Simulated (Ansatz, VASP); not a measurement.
**One calculation of MgO, two programs**

```
CELL_PARAMETERS angstrom
0.00000 2.15504 2.15504
2.15504 0.00000 2.15504
2.15504 2.15504 0.00000
ATOMIC_POSITIONS crystal
Mg 0.00000 0.00000 0.00000
O 0.50000 0.50000 0.50000
```

Alike in both runs: task single point; functional PBE; k mesh 10 × 10 × 10; no spin polarisation.

|  | VASP | Ansatz |
| --- | --- | --- |
| version | VASP 6.6.1 | Ansatz 0.2.0 |
| potentials or method | VASP PAW PBE potentials, release 64 (Mg, O), cutoff 520 eV | PAW plane waves |
| occupations | fermi-dirac, width 0.1 eV | fermi-dirac |
| valence electrons in the cell | 8 | 16 |

|  | VASP | Ansatz | Ansatz less VASP |
| --- | --- | --- | --- |
| gap on the k mesh at the Fermi level (eV) | 4.08 | 4.10 | +0.019 |
| pressure (GPa) | -6.2 | -5.4 | +0.75 |

VASP's potentials hold 8 valence electrons a cell and Ansatz's 16, so a difference there can come from the potentials and not from the codes.
